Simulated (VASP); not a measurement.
# Fe (Im-3m) in VASP: further runs

Fe is run at these levels: LDA; tasks: single point.

All numbers are computed with VASP 6.6.1; they aren't measurements. Logs are shortened: lines on timing, memory, paths and dates and some standing lists are left out, and cuts for length are marked.

## (1) The cell of the first run

Symmetry: Im-3m, No. 229, cubic system. Conventional cell: a = 2.749 Å, b = 2.749 Å, c = 2.749 Å, α = 90.00°, β = 90.00°, γ = 90.00°. Within 3.1 Å of Fe (site symmetry m-3m) lie 14 Fe at 2.38 to 2.75 Å.

## (2) Single point, LDA, collinear spin, ferromagnetic start

INCAR reads:

```
PREC = Accurate ; ENCUT = 600
EDIFF = 1E-6 ; ISMEAR = -1
SIGMA = 0.05 ; LREAL = F
LASPH = T ; NELM = 200
ALGO = Normal ; ISIF = 2
LWAVE = F ; LCHARG = F
ISPIN = 2 ; MAGMOM = 1.988
LORBIT = 11 ; LMAXMIX = 4
NBANDS = 18 ; GGA_COMPAT = F
```

KPOINTS reads:

```
Automatic mesh
0
Gamma
  8 8 8
```

POSCAR reads:

```
Fe
1.0
   -1.3745984210      1.3745984210      1.3745984210
    1.3745984210     -1.3745984210      1.3745984210
    1.3745984210      1.3745984210     -1.3745984210
Fe
1
Direct
    0.0000000000      0.0000000000      0.0000000000
```

Potentials or basis: VASP PAW LDA potentials, release 64 (Fe_sv).

On the command line:

```console
> cat potpaw_LDA.64/Fe_sv/POTCAR > POTCAR
> mpirun -np 1 vasp_std > vasp.out
```

OUTCAR:

```text
PREC = Accurate
   ENCUT = 600
   EDIFF = 1E-6
   ISMEAR = -1
   LREAL = F
   LASPH = T
   NELM = 200
   ISIF = 2
   ISPIN = 2
   LORBIT = 11

 ion  position               nearest neighbor table
   1  0.000  0.000  0.000-

  LATTYP: Found a body centered cubic cell.
 ALAT       =     2.7491968420

  Lattice vectors:

 A1 = (  -1.3745984210,   1.3745984210,   1.3745984210)
 A2 = (   1.3745984210,  -1.3745984210,   1.3745984210)
 A3 = (   1.3745984210,   1.3745984210,  -1.3745984210)

Analysis of symmetry for initial positions (statically):
=====================================================================
 Subroutine PRICEL returns:
 Original cell was already a primitive cell.

 Routine SETGRP: Setting up the symmetry group for a
 body centered cubic supercell.

 Subroutine GETGRP returns: Found 48 space group operations
 (whereof 48 operations were pure point group operations)
 out of a pool of 48 trial point group operations.

The static configuration has the point symmetry O_h .

Analysis of symmetry for dynamics (positions and initial velocities):
=====================================================================
 Subroutine PRICEL returns:
 Original cell was already a primitive cell.

 Routine SETGRP: Setting up the symmetry group for a
 body centered cubic supercell.

 Subroutine GETGRP returns: Found 48 space group operations
 (whereof 48 operations were pure point group operations)
 out of a pool of 48 trial point group operations.

The dynamic configuration has the point symmetry O_h .

Analysis of structural, dynamic, and magnetic symmetry:
=====================================================================
 Subroutine PRICEL returns:
 Original cell was already a primitive cell.

 Routine SETGRP: Setting up the symmetry group for a
 body centered cubic supercell.

 Subroutine GETGRP returns: Found 48 space group operations
 (whereof 48 operations were pure point group operations)
 out of a pool of 48 trial point group operations.

The overall configuration has the point symmetry O_h .

 Subroutine INISYM returns: Found 48 space group operations
 (whereof 48 operations are pure point group operations),
 and found     1 'primitive' translations

----------------------------------------------------------------------------------------

                                     Primitive cell

  volume of cell :      10.3893

  direct lattice vectors                    reciprocal lattice vectors
    -1.374598421  1.374598421  1.374598421     0.000000000  0.363742597  0.363742597
     1.374598421 -1.374598421  1.374598421     0.363742597  0.000000000  0.363742597
     1.374598421  1.374598421 -1.374598421     0.363742597  0.363742597  0.000000000

  length of vectors
     2.380874305  2.380874305  2.380874305     0.514409714  0.514409714  0.514409714

  position of ions in fractional coordinates (direct lattice)
     0.000000000  0.000000000  0.000000000

  ion indices of the primitive-cell ions
   primitive index   ion index
                 1           1

----------------------------------------------------------------------------------------

 KPOINTS: Automatic mesh

Automatic generation of k-mesh.
 Grid dimensions read from file:
 generate k-points for:    8    8    8

 Generating k-lattice:

  Cartesian coordinates                     Fractional coordinates (reciprocal lattice)
     0.000000000  0.045467825  0.045467825     0.125000000  0.000000000  0.000000000
     0.045467825  0.000000000  0.045467825     0.000000000  0.125000000  0.000000000
     0.045467825  0.045467825  0.000000000     0.000000000  0.000000000  0.125000000

  Length of vectors
     0.064301214  0.064301214  0.064301214

  Shift w.r.t. Gamma in fractional coordinates (k-lattice)
     0.000000000  0.000000000  0.000000000

 Subroutine IBZKPT returns following result:
 ===========================================

 Found     29 irreducible k-points:

 Following reciprocal coordinates:
            Coordinates               Weight
  0.000000  0.000000  0.000000      1.000000
  0.125000  0.000000  0.000000     12.000000
  0.250000  0.000000  0.000000     12.000000
  0.375000  0.000000  0.000000     12.000000
  0.500000  0.000000  0.000000      6.000000
  0.125000  0.125000  0.000000     24.000000
[... 16 lines left out ...]
 -0.250000  0.250000  0.250000      6.000000
 -0.375000  0.375000  0.250000     24.000000
 [... further k-points ...]
   k-points           NKPTS =     29   k-points in BZ     NKDIM =     29   number of bands    NBANDS=     18
   number of dos      NEDOS =    301   number of ions     NIONS =      1
   total plane-waves  NPLWV =   8000
   dimension x,y,z NGX =    20 NGY =   20 NGZ =   20
   dimension x,y,z NGXF=    40 NGYF=   40 NGZF=   40
   ions per type =               1
   NGX,Y,Z   is equivalent  to a cutoff of  13.97, 13.97, 13.97 a.u.
   NGXF,Y,Z  is equivalent  to a cutoff of  27.93, 27.93, 27.93 a.u.
 SYSTEM =  unknown system
   PREC   = accura    normal or accurate (medium, high low for compatibility)
   ISTART =      0    job   : 0-new  1-cont  2-samecut
   ICHARG =      2    charge: 1-file 2-atom 10-const
   ISPIN  =      2    spin polarized calculation?
   LNONCOLLINEAR =      F non collinear calculations
   LSORBIT =      F    spin-orbit coupling
   LASPH  =      T    aspherical Exc in radial PAW
   ENCUT  =  600.0 eV  44.10 Ry    6.64 a.u.   4.76  4.76  4.76*2*pi/ulx,y,z
   NELM   =    200;   NELMIN=  2; NELMDL= -5     # of ELM steps
   EDIFF  = 0.1E-05   stopping-criterion for ELM
   LREAL  =      F    real-space projection
   EDIFFG = 0.1E-04   stopping-criterion for IOM
   NSW    =      0    number of steps for IOM
   IBRION =     -1    ionic relax: 0-MD 1-quasi-New 2-CG
   NFREE  =      0    steps in history (QN), initial steepest desc. (CG)
   ISIF   =      2    stress and relaxation
   ISYM   =      2    0-nonsym 1-usesym 2-fastsym
   POTIM  = 0.5000    time-step for ionic-motion
   TEBEG  =    0.0;   TEEND  =   0.0 temperature during run
   PSTRESS=    0.0 pullay stress
   NELECT =      16.0000    total number of electrons
   NUPDOWN=      -1.0000    fix difference up-down
   EMIN   =  10.00;   EMAX   =-10.00  energy-range for DOS
   EFERMI =   0.00;   METHOD = LEGACY
   ISMEAR =    -1;   SIGMA  =   0.05  broadening in eV -4-tet -1-fermi 0-gaus
   EFERMI_NEDOS =   21; number of points for ismear=-14 and -15
   IALGO  =     38    algorithm
   IMIX   =      4    mixing-type and parameters
     AMIX     =   0.40;   BMIX     =  1.00
     AMIX_MAG =   1.60;   BMIX_MAG =  1.00
  volume/ion in A,a.u.               =      10.39        70.11
  Fermi-wavevector in a.u.,A,eV,Ry     =   1.890539  3.572601 48.629099  3.574138
  Thomas-Fermi vector in A             =   2.931884
   LORBIT       =     11    0 simple, 1 ext, 2 COOP (PROOUT), +10 PAW based schemes
   GGA     = CA    functional components
   LHFCALC =     F    Hartree Fock is set to
   AEXX    =    0.0000 exact exchange contribution
   IVDW    =     0    specifies the selected vdW correction
   LEPSILON=     F    determine dielectric tensor
   LRPA    =     F    only Hartree local field effects (RPA)
 spin polarized calculation
  energy-cutoff  :      600.00
  volume of cell :       10.39
 maximum number of plane-waves:       370
   NGX =  9   NGY =  9   NGZ =  9

 number of electron      16.0000021 magnetization       1.9103966

 Free energy of the ion-electron system (eV)
  ---------------------------------------------------
  ext. energy  EPLUGINS =         0.00000000
  ---------------------------------------------------
  free energy    TOTEN  =        -9.30304142 eV

  energy without entropy =       -9.29083094  energy(sigma->0) =       -9.29693618

 E-fermi :  13.3861     XC(G=0): -14.6880

 val. band max:       13.3858450882   @ k =  -0.3750   0.3750   0.1250
 cond. band min:      13.4033153579   @ k =  -0.3750   0.5000   0.1250
 fundamental gap:      0.0174702697
 Fermi energy:        13.3860527528

 spin component 1

 k-point     1 :       0.0000    0.0000    0.0000
  band No.  band energies     occupation
      1     -73.8064      1.00000
      2     -40.0250      1.00000
      3     -40.0249      1.00000
      4     -40.0249      1.00000
      5       4.1858      1.00000
      6      10.8478      1.00000
[... 10 lines left out ...]
     17      47.2154      0.00000
     18      47.2154      0.00000

 k-point     2 :       0.1250    0.0000    0.0000
  band No.  band energies     occupation
      1     -73.7885      1.00000
      2     -40.1105      1.00000
      3     -40.0515      1.00000
      4     -40.0236      1.00000
      5       4.8635      1.00000
      6      10.6467      1.00000
[... 10 lines left out ...]
     17      46.6952      0.00000
     18      48.6451      0.00000
[... 442 lines left out ...]
 k-point    24 :      -0.3750    0.3750    0.2500
  band No.  band energies     occupation
      1     -73.6555      1.00000
      2     -40.4547      1.00000
      3     -40.2956      1.00000
      4     -40.2376      1.00000
      5       8.7572      1.00000
      6       9.3405      1.00000
[... 10 lines left out ...]
     17      50.5681      0.00000
     18      54.9058      0.00000

 [... further k-points ...]

 spin component 2

 k-point     1 :       0.0000    0.0000    0.0000
  band No.  band energies     occupation
      1     -71.6936      1.00000
      2     -37.9599      1.00000
      3     -37.9599      1.00000
      4     -37.9599      1.00000
      5       4.5327      1.00000
      6      12.4017      1.00000
[... 10 lines left out ...]
     17      48.0007      0.00000
     18      48.0007      0.00000

 k-point     2 :       0.1250    0.0000    0.0000
  band No.  band energies     occupation
      1     -71.6745      1.00000
      2     -38.0528      1.00000
      3     -37.9886      1.00000
      4     -37.9586      1.00000
      5       5.2168      1.00000
      6      12.1740      1.00000
[... 10 lines left out ...]
     17      47.1436      0.00000
     18      49.3188      0.00000
[... 442 lines left out ...]
 k-point    24 :      -0.3750    0.3750    0.2500
  band No.  band energies     occupation
      1     -71.5325      1.00000
      2     -38.4244      1.00000
      3     -38.2508      1.00000
      4     -38.1891      1.00000
      5       9.8501      1.00000
      6      10.8439      1.00000
[... 10 lines left out ...]
     17      51.0931      0.00000
     18      55.3864      0.00000

 [... further k-points ...]
[... 5 lines left out ...]
  --------------------------------------------------------------------------------------
  -------------------------------------------------------------------------------------
  Total       -0.2884943     -0.2884943     -0.2884943      0.0000000     -0.0000000      0.0000000
  in kB      -44.4897912    -44.4897912    -44.4897912      0.0000000     -0.0000000      0.0000000
  external PRESSURE =     -44.4897912 kB  Pullay stress =       0.0000000 kB

 VOLUME and BASIS-vectors are now :
 -----------------------------------------------------------------------------
  energy-cutoff  :      600.00
  volume of cell :       10.39
      direct lattice vectors                 reciprocal lattice vectors
    -1.374598421  1.374598421  1.374598421     0.000000000  0.363742597  0.363742597
     1.374598421 -1.374598421  1.374598421     0.363742597  0.000000000  0.363742597
     1.374598421  1.374598421 -1.374598421     0.363742597  0.363742597  0.000000000

 POSITION                                       TOTAL-FORCE (eV/Angst)
 -----------------------------------------------------------------------------------
      0.00000      0.00000      0.00000         0.000000     -0.000000     -0.000000
 -----------------------------------------------------------------------------------
    total drift:                                0.000000     -0.000000     -0.000000

  FREE ENERGIE OF THE ION-ELECTRON SYSTEM (eV)
  ---------------------------------------------------
  free  energy   TOTEN  =        -9.3030414225 eV

  energy  without entropy=       -9.2908309374  energy(sigma->0) =       -9.29693618

 total charge

# of ion       s       p       d       tot
------------------------------------------
    1        2.202   6.047   5.560  13.810

 magnetization (x)

# of ion       s       p       d       tot
------------------------------------------
    1       -0.002  -0.005   1.890   1.883
```

It took 7.1 s on 1 thread of AMD EPYC 9R45 (Zen 5), shared host; peak memory 0.09 GiB.

Results:

- Free energy: -9.3030 eV
- Pressure: -4.4 GPa
- Net moment: 1.91 μB per cell
- Site moments: Fe +1.88 μB
- Valence electrons inside the program's atomic spheres: Fe 13.81

Levels at points of the mesh, in eV from the Fermi level:
Spin up:
| k point | band 6 | band 7 | band 8 | band 9 | band 10 | band 11 | band 12 | band 13 |
| --- | --- | --- | --- | --- | --- | --- | --- | --- |
| (0.00, 0.00, 0.00) | -2.54 | -2.54 | -2.54 | -0.98 | -0.98 | 25.00 | 25.00 | 25.00 |
| (0.50, 0.00, 0.00) | -3.82 | -0.94 | -0.74 | 0.23 | 0.62 | 8.11 | 18.57 | 21.19 |
| (0.50, 0.50, 0.50) | -5.44 | 0.30 | 0.30 | 0.30 | 10.24 | 10.24 | 10.24 | 16.51 |
Spin down:
```tsv
k point	band 3	band 4	band 5	band 6	band 7	band 8	band 9	band 10	band 11	band 12
(0.00, 0.00, 0.00)	-51.35	-51.35	-8.85	-0.98	-0.98	-0.98	1.10	1.10	25.15	25.15
(0.50, 0.00, 0.00)	-51.55	-51.35	-4.46	-2.41	0.57	1.02	1.39	2.43	9.32	18.84
(0.50, 0.50, 0.50)	-51.79	-51.79	-4.03	-4.03	2.08	2.08	2.08	10.66	10.66	10.66
```

Caveat: the k points lie up to 0.40 Å⁻¹ apart.

## (3) Single point, LDA, collinear spin, ferromagnetic start

INCAR reads:

```
PREC = Accurate ; ENCUT = 600
EDIFF = 1E-6 ; ISMEAR = -1
SIGMA = 0.05 ; LREAL = False
LASPH = True ; NELM = 200
ALGO = Normal ; ISIF = 2
LWAVE = False ; LCHARG = False
ISPIN = 2 ; MAGMOM = 1.988
LORBIT = 11 ; LMAXMIX = 4
NBANDS = 18 ; GGA_COMPAT = False
```

KPOINTS reads:

```
regular mesh
0
Gamma
  3 3 3
```

POSCAR is that of step 2.

Potentials or basis: VASP PAW LDA potentials, release 64 (Fe_sv).

On the command line:

```console
> cat potpaw_LDA.64/Fe_sv/POTCAR > POTCAR
> mpirun -np 1 vasp_std > vasp.out
```

OUTCAR:

```text
PREC = Accurate
   ENCUT = 600
   EDIFF = 1E-6
   ISMEAR = -1
   LREAL = False
   LASPH = True
   NELM = 200
   ISIF = 2
   ISPIN = 2
   LORBIT = 11

 ion  position               nearest neighbor table
   1  0.000  0.000  0.000-

  LATTYP: Found a body centered cubic cell.
 ALAT       =     2.7491968420

  Lattice vectors:

 A1 = (  -1.3745984210,   1.3745984210,   1.3745984210)
 A2 = (   1.3745984210,  -1.3745984210,   1.3745984210)
 A3 = (   1.3745984210,   1.3745984210,  -1.3745984210)

Analysis of symmetry for initial positions (statically):
=====================================================================
 Subroutine PRICEL returns:
 Original cell was already a primitive cell.

 Routine SETGRP: Setting up the symmetry group for a
 body centered cubic supercell.

 Subroutine GETGRP returns: Found 48 space group operations
 (whereof 48 operations were pure point group operations)
 out of a pool of 48 trial point group operations.

The static configuration has the point symmetry O_h .

Analysis of symmetry for dynamics (positions and initial velocities):
=====================================================================
[... 243 lines left out ...]

 k-point     1 :       0.0000    0.0000    0.0000
  band No.  band energies     occupation
      1     -71.5673      1.00000
      2     -37.8359      1.00000
      3     -37.8359      1.00000
      4     -37.8359      1.00000
      5       4.6007      1.00000
      6      12.5289      0.97490
[... 61 lines left out ...]
      5       9.9118      1.00000
      6      10.6160      1.00000
[... 10 lines left out ...]
     17      53.6891      0.00000
     18      53.6891      0.00000

------------------------ aborting loop because EDIFF is reached ----------------------------------------

  FORCE on cell =-STRESS in cart. coord.  units (eV):
  Direction    XX          YY          ZZ          XY          YZ          ZX
  --------------------------------------------------------------------------------------
  -------------------------------------------------------------------------------------
  Total        0.7061612      0.7061612      0.7061612      0.0000000     -0.0000000      0.0000000
  in kB      108.8997646    108.8997646    108.8997646      0.0000000     -0.0000000      0.0000000
  external PRESSURE =     108.8997646 kB  Pullay stress =       0.0000000 kB

 VOLUME and BASIS-vectors are now :
 -----------------------------------------------------------------------------
  energy-cutoff  :      600.00
  volume of cell :       10.39
      direct lattice vectors                 reciprocal lattice vectors
    -1.374598421  1.374598421  1.374598421     0.000000000  0.363742597  0.363742597
     1.374598421 -1.374598421  1.374598421     0.363742597  0.000000000  0.363742597
     1.374598421  1.374598421 -1.374598421     0.363742597  0.363742597  0.000000000

 POSITION                                       TOTAL-FORCE (eV/Angst)
 -----------------------------------------------------------------------------------
      0.00000      0.00000      0.00000        -0.000000      0.000000     -0.000000
 -----------------------------------------------------------------------------------
    total drift:                                0.000000     -0.000000      0.000000

  FREE ENERGIE OF THE ION-ELECTRON SYSTEM (eV)
  ---------------------------------------------------
  free  energy   TOTEN  =        -9.1485729261 eV

  energy  without entropy=       -9.1294951889  energy(sigma->0) =       -9.13903406

 total charge

# of ion       s       p       d       tot
------------------------------------------
    1        2.210   6.062   5.504  13.776

 magnetization (x)

# of ion       s       p       d       tot
------------------------------------------
    1       -0.001   0.000   2.312   2.311
```

stdout:

```text
POSCAR found type information on POSCAR Fe
 POSCAR found :  1 types and       1 ions
 scaLAPACK will be used
 LDA part: xc-table for (Slater(with rela. corr.)+CA(PZ))
 , standard interpolation
 POSCAR, INCAR and KPOINTS ok, starting setup
 FFT: planning ... GRIDC
 FFT: planning ... GRID_SOFT
 FFT: planning ... GRID
 WAVECAR not read
 entering main loop
```

It took 3.1 s on 1 thread of AMD EPYC 7R13 (Zen 3), shared host; peak memory 0.09 GiB.

Results:

- Free energy: -9.1486 eV
- Pressure: 10.9 GPa
- Net moment: 2.38 μB per cell
- Site moments: Fe +2.31 μB
- Valence electrons inside the program's atomic spheres: Fe 13.78

Levels at points of the mesh, in eV from the Fermi level:
Spin up:
```csv
k point,band 7,band 8,band 9,band 10,band 11,band 12
"(0.00, 0.00, 0.00)",-2.19,-2.19,-0.57,-0.57,25.64,25.64
```
Spin down:
| k point | band 5 | band 6 | band 7 | band 8 | band 9 | band 10 |
| --- | --- | --- | --- | --- | --- | --- |
| (0.00, 0.00, 0.00) | -8.11 | -0.18 | -0.18 | -0.18 | 1.87 | 1.87 |

Caveat: the k points lie up to 1.08 Å⁻¹ apart.

[end of part 1 of 2]
